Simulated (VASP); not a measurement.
# Ga2O3 (Ga2O3 (R-3c)) (R-3c) in VASP: single point with PBE

Aim: the single point of Ga2O3 (Ga2O3 (R-3c)) with PBE.

Program: VASP 6.6.1. These are calculated values, not measurements. Logs are shortened: lines on timing, memory, paths and dates and some standing lists are left out, and cuts for length are marked.

### Step 1. The cell of the first run

It takes space group R-3c (No. 167, trigonal). The conventional cell has a = 5.058 Å, b = 5.058 Å, c = 13.624 Å, α = 90.00°, β = 90.00°, γ = 120.00°. Ga (site symmetry 3) has 6 O at 1.95 to 2.10 Å within 2.6 Å. Within 2.6 Å of O (site symmetry 2) lie 4 Ga at 1.95 to 2.10 Å.

### Step 2. Single point, PBE

Input file INCAR:

```
PREC     = Accurate       # precision mode
ENCUT    = 520            # plane-wave cutoff, eV
EDIFF    = 1E-7           # SCF threshold, eV
ISMEAR   = -1             # smearing method
SIGMA    = 0.01           # smearing width, eV
LREAL    = False          # projectors in reciprocal space
LASPH    = True           # aspherical terms in the spheres
NELM     = 100            # most SCF steps
ALGO     = Normal         # electronic algorithm
ISIF     = 2              # what is computed and relaxed
LWAVE    = False          # write WAVECAR
LCHARG   = True           # write CHGCAR
GGA      = PE             # functional
LELF     = True           # ELF
LVHAR    = True         
NBANDS   = 55             # bands
```

Input file KPOINTS:

```
Automatic mesh
0
Gamma
  7 7 7
```

Input file POSCAR:

```
Ga2O3
1.0
    2.5289754451      1.4601046709      4.5413080054
   -2.5289754451      1.4601046709      4.5413080054
    0.0000000000     -2.9202092911      4.5413080216
Ga O
4 6
Direct
    0.8558413488      0.8558413503      0.8558413514
    0.6441586491      0.6441586502      0.6441586510
    0.1441586498      0.1441586500      0.1441586502
    0.3558413495      0.3558413501      0.3558413506
    0.7499999997      0.4469003101      0.0530996907
    0.4469003093      0.0530996901      0.7500000008
    0.0530996893      0.7500000002      0.4469003105
    0.2499999990      0.5530996902      0.9469003109
    0.9469003093      0.2500000001      0.5530996911
    0.5530996893      0.9469003103      0.2500000008
```

Potentials or basis: VASP PAW PBE potentials, release 64 (Ga_d, O).

Run with:

```
> cat potpaw_PBE.64/Ga_d/POTCAR potpaw_PBE.64/O/POTCAR > POTCAR
> mpirun -np 1 vasp_std > vasp.out
```

OUTCAR:

```text
PREC = Accurate
   ENCUT = 520
   EDIFF = 1E-7
   ISMEAR = -1
   LREAL = False
   LASPH = True
   NELM = 100
   ISIF = 2
   GGA = PE

 ion  position               nearest neighbor table
   1  0.856  0.856  0.856-  10 1.95   8 1.95   9 1.95   5 2.10   6 2.10   7 2.10   2 2.88
   2  0.644  0.644  0.644-   9 1.95   8 1.95  10 1.95   6 2.10   5 2.10   7 2.10   1 2.88
   3  0.144  0.144  0.144-   6 1.95   5 1.95   7 1.95   8 2.10  10 2.10   9 2.10   4 2.88
   4  0.356  0.356  0.356-   7 1.95   6 1.95   5 1.95  10 2.10   8 2.10   9 2.10   3 2.88
   5  0.750  0.447  0.053-   3 1.95   4 1.95   1 2.10   2 2.10
   6  0.447  0.053  0.750-   3 1.95   4 1.95   2 2.10   1 2.10
   7  0.053  0.750  0.447-   4 1.95   3 1.95   2 2.10   1 2.10
   8  0.250  0.553  0.947-   1 1.95   2 1.95   3 2.10   4 2.10
   9  0.947  0.250  0.553-   2 1.95   1 1.95   4 2.10   3 2.10
  10  0.553  0.947  0.250-   1 1.95   2 1.95   4 2.10   3 2.10

  LATTYP: Found a trigonal (rhomboedric) cell.
 ALAT       =     5.3991759419
 COS(alpha) =     0.5612023824

  Lattice vectors:

 A1 = (   2.5289754451,   1.4601046709,   4.5413080054)
 A2 = (  -2.5289754451,   1.4601046709,   4.5413080054)
 A3 = (   0.0000000000,  -2.9202092911,   4.5413080216)

Analysis of symmetry for initial positions (statically):
=====================================================================
 Subroutine PRICEL returns:
 Original cell was already a primitive cell.

 Routine SETGRP: Setting up the symmetry group for a
 trigonal (rhombohedral) supercell.

 Subroutine GETGRP returns: Found 12 space group operations
 (whereof  6 operations were pure point group operations)
 out of a pool of 12 trial point group operations.

The static configuration has the point symmetry S_6 .
 The point group associated with its full space group is D_3d.

Analysis of symmetry for dynamics (positions and initial velocities):
=====================================================================
 Subroutine PRICEL returns:
 Original cell was already a primitive cell.

 Routine SETGRP: Setting up the symmetry group for a
 trigonal (rhombohedral) supercell.

 Subroutine GETGRP returns: Found 12 space group operations
 (whereof  6 operations were pure point group operations)
 out of a pool of 12 trial point group operations.

The dynamic configuration has the point symmetry S_6 .
 The point group associated with its full space group is D_3d.

 Subroutine INISYM returns: Found 12 space group operations
 (whereof  6 operations are pure point group operations),
 and found     1 'primitive' translations

----------------------------------------------------------------------------------------

                                     Primitive cell

  volume of cell :     100.6146

  direct lattice vectors                    reciprocal lattice vectors
     2.528975445  1.460104671  4.541308005     0.197708523  0.114147069  0.073400291
    -2.528975445  1.460104671  4.541308005    -0.197708523  0.114147069  0.073400291
     0.000000000 -2.920209291  4.541308022     0.000000000 -0.228294138  0.073400293

  length of vectors
     5.399175942  5.399175942  5.399175942     0.239803704  0.239803704  0.239803704

  position of ions in fractional coordinates (direct lattice)
     0.855841349  0.855841350  0.855841351
     0.644158649  0.644158650  0.644158651
     0.144158650  0.144158650  0.144158650
     0.355841349  0.355841350  0.355841351
     0.750000000  0.446900310  0.053099691
     0.446900309  0.053099690  0.750000001
     0.053099689  0.750000000  0.446900310
     0.249999999  0.553099690  0.946900311
     0.946900309  0.250000000  0.553099691
     0.553099689  0.946900310  0.250000001

  ion indices of the primitive-cell ions
   primitive index   ion index
                 1           1
                 2           2
                 3           3
                 4           4
                 5           5
                 6           6
                 7           7
                 8           8
                 9           9
                10          10

----------------------------------------------------------------------------------------

 KPOINTS: Automatic mesh

Automatic generation of k-mesh.
 Grid dimensions read from file:
 generate k-points for:    7    7    7

 Generating k-lattice:

  Cartesian coordinates                     Fractional coordinates (reciprocal lattice)
     0.028244075  0.016306724  0.010485756     0.142857143  0.000000000  0.000000000
    -0.028244075  0.016306724  0.010485756     0.000000000  0.142857143  0.000000000
     0.000000000 -0.032613448  0.010485756     0.000000000  0.000000000  0.142857143

  Length of vectors
     0.034257672  0.034257672  0.034257672

  Shift w.r.t. Gamma in fractional coordinates (k-lattice)
     0.000000000  0.000000000  0.000000000

 Subroutine IBZKPT returns following result:
 ===========================================

 Found     44 irreducible k-points:

 Following reciprocal coordinates:
            Coordinates               Weight
  0.000000  0.000000  0.000000      1.000000
  0.142857  0.000000  0.000000      6.000000
  0.285714  0.000000 -0.000000      6.000000
  0.428571  0.000000  0.000000      6.000000
  0.142857  0.142857 -0.000000      6.000000
  0.285714  0.142857 -0.000000     12.000000
[... 16 lines left out ...]
  0.285714  0.285714  0.142857      6.000000
  0.428571  0.285714  0.142857     12.000000
 [... further k-points ...]
   k-points           NKPTS =     44   k-points in BZ     NKDIM =     44   number of bands    NBANDS=     55
   number of dos      NEDOS =    301   number of ions     NIONS =     10
   total plane-waves  NPLWV =  64000
   dimension x,y,z NGX =    40 NGY =   40 NGZ =   40
   dimension x,y,z NGXF=    80 NGYF=   80 NGZF=   80
   ions per type =               4   6
   NGX,Y,Z   is equivalent  to a cutoff of  12.32, 12.32, 12.32 a.u.
   NGXF,Y,Z  is equivalent  to a cutoff of  24.63, 24.63, 24.63 a.u.
 SYSTEM =  unknown system
   PREC   = accura    normal or accurate (medium, high low for compatibility)
   ISTART =      0    job   : 0-new  1-cont  2-samecut
   ICHARG =      2    charge: 1-file 2-atom 10-const
   ISPIN  =      1    spin polarized calculation?
   LNONCOLLINEAR =      F non collinear calculations
   LSORBIT =      F    spin-orbit coupling
   LASPH  =      T    aspherical Exc in radial PAW
   ENCUT  =  520.0 eV  38.22 Ry    6.18 a.u.  10.04 10.04 10.04*2*pi/ulx,y,z
   NELM   =    100;   NELMIN=  2; NELMDL= -5     # of ELM steps
   EDIFF  = 0.1E-06   stopping-criterion for ELM
   LREAL  =      F    real-space projection
   EDIFFG = 0.1E-05   stopping-criterion for IOM
   NSW    =      0    number of steps for IOM
   IBRION =     -1    ionic relax: 0-MD 1-quasi-New 2-CG
   NFREE  =      0    steps in history (QN), initial steepest desc. (CG)
   ISIF   =      2    stress and relaxation
   ISYM   =      2    0-nonsym 1-usesym 2-fastsym
   POTIM  = 0.5000    time-step for ionic-motion
   TEBEG  =    0.0;   TEEND  =   0.0 temperature during run
   PSTRESS=    0.0 pullay stress
   NELECT =      88.0000    total number of electrons
   NUPDOWN=      -1.0000    fix difference up-down
   EMIN   =  10.00;   EMAX   =-10.00  energy-range for DOS
   EFERMI =   0.00;   METHOD = LEGACY
   ISMEAR =    -1;   SIGMA  =   0.01  broadening in eV -4-tet -1-fermi 0-gaus
   EFERMI_NEDOS =   21; number of points for ismear=-14 and -15
   IALGO  =     38    algorithm
   IMIX   =      4    mixing-type and parameters
     AMIX     =   0.40;   BMIX     =  1.00
     AMIX_MAG =   1.60;   BMIX_MAG =  1.00
  volume/ion in A,a.u.               =      10.06        67.90
  Fermi-wavevector in a.u.,A,eV,Ry     =   1.565605  2.958564 33.349487  2.451118
  Thomas-Fermi vector in A             =   2.668056
   LORBIT       =      0    0 simple, 1 ext, 2 COOP (PROOUT), +10 PAW based schemes
   GGA     = PE    functional components
   LHFCALC =     F    Hartree Fock is set to
   AEXX    =    0.0000 exact exchange contribution
   IVDW    =     0    specifies the selected vdW correction
   LEPSILON=     F    determine dielectric tensor
   LRPA    =     F    only Hartree local field effects (RPA)
 non-spin polarized calculation
  energy-cutoff  :      520.00
  volume of cell :      100.61
 maximum number of plane-waves:      2730
   NGX = 21   NGY = 21   NGZ = 21

 number of electron      88.0000003 magnetization

 Free energy of the ion-electron system (eV)
  ---------------------------------------------------
  ext. energy  EPLUGINS =         0.00000000
  ---------------------------------------------------
  free energy    TOTEN  =       -59.39349562 eV

  energy without entropy =      -59.39349562  energy(sigma->0) =      -59.39349562

 E-fermi :   4.3611     XC(G=0): -11.9613

 val. band max:        4.0987715155   @ k =  -0.1429   0.1429   0.0000
 cond. band min:       6.4947787608   @ k =   0.0000   0.0000   0.0000
 fundamental gap:      2.3960072452
 Fermi energy:         4.3610540696

 k-point     1 :       0.0000    0.0000    0.0000
  band No.  band energies     occupation
      1     -14.5784      2.00000
      2     -12.7194      2.00000
      3     -12.7194      2.00000
      4     -12.6960      2.00000
      5     -12.6772      2.00000
      6     -12.6772      2.00000
[... 47 lines left out ...]
     54      14.9939      0.00000
     55      16.0673      0.00000

 k-point     2 :       0.1429    0.0000    0.0000
  band No.  band energies     occupation
      1     -14.4914      2.00000
      2     -12.8087      2.00000
      3     -12.7276      2.00000
      4     -12.7247      2.00000
      5     -12.6845      2.00000
      6     -12.6656      2.00000
[... 47 lines left out ...]
     54      15.5405      0.00000
     55      15.9347      0.00000
[... 1216 lines left out ...]
     54      15.7889      0.00000
     55      16.1985      0.00000

 k-point    24 :       0.4286    0.2857    0.1429
  band No.  band energies     occupation
      1     -14.0864      2.00000
      2     -13.1369      2.00000
      3     -12.8252      2.00000
      4     -12.7966      2.00000
      5     -12.7228      2.00000
      6     -12.6748      2.00000
[... 47 lines left out ...]
     54      15.8220      0.00000
     55      16.1014      0.00000

 [... further k-points ...]
[... 5 lines left out ...]
  --------------------------------------------------------------------------------------
  -------------------------------------------------------------------------------------
  Total        0.5830002      0.5830002      0.5011163      0.0000000     -0.0000000      0.0000000
  in kB        9.2836432      9.2836432      7.9797321      0.0000000     -0.0000000      0.0000000
  external PRESSURE =       8.8490062 kB  Pullay stress =       0.0000000 kB

 VOLUME and BASIS-vectors are now :
 -----------------------------------------------------------------------------
  energy-cutoff  :      520.00
  volume of cell :      100.61
      direct lattice vectors                 reciprocal lattice vectors
     2.528975445  1.460104671  4.541308005     0.197708523  0.114147069  0.073400291
    -2.528975445  1.460104671  4.541308005    -0.197708523  0.114147069  0.073400291
     0.000000000 -2.920209291  4.541308022     0.000000000 -0.228294138  0.073400293

 POSITION                                       TOTAL-FORCE (eV/Angst)
 -----------------------------------------------------------------------------------
     -0.00000      0.00000     11.65992        -0.000000      0.000000      0.011699
     -0.00000      0.00000      8.77597        -0.000000     -0.000000     -0.011699
     -0.00000      0.00000      1.96401        -0.000000     -0.000000     -0.011699
     -0.00000      0.00000      4.84796        -0.000000      0.000000      0.011699
      0.76653      1.59254      5.67664         0.000690     -0.001195      0.000000
      0.99591     -1.46010      5.67664        -0.001379      0.000000      0.000000
     -1.76244     -0.13243      5.67664         0.000690      0.001195     -0.000000
     -0.76653     -1.59254      7.94729        -0.000690      0.001195     -0.000000
      1.76244      0.13243      7.94729        -0.000690     -0.001195      0.000000
     -0.99591      1.46010      7.94729         0.001379      0.000000      0.000000
 -----------------------------------------------------------------------------------
    total drift:                                0.000003      0.000003     -0.000004

  FREE ENERGIE OF THE ION-ELECTRON SYSTEM (eV)
  ---------------------------------------------------
  free  energy   TOTEN  =       -59.3934956167 eV

  energy  without entropy=      -59.3934956167  energy(sigma->0) =      -59.39349562
```

Run time: 7.2 min. Hardware: 1 thread of Intel Xeon Platinum 8488C (Sapphire Rapids), shared host; peak memory 0.34 GiB.

What came out:

* Free energy: -59.3935 eV
* Pressure: 0.9 GPa
* Largest force: 0.012 eV/Å
* Band gap on the k mesh: 2.40 eV, indirect (least direct gap 2.62 eV)

Forces on the atoms (eV/Å):
```
Ga   0.000  0.000  0.012
Ga   0.000  0.000 -0.012
Ga   0.000  0.000 -0.012
Ga   0.000  0.000  0.012
O    0.001 -0.001  0.000
O   -0.001  0.000  0.000
O    0.001  0.001  0.000
O   -0.001  0.001  0.000
O   -0.001 -0.001  0.000
O    0.001  0.000  0.000
```

A k mesh can miss the band edges. Expect the measured gap to be larger: semilocal functionals such as PBE lack the derivative discontinuity.
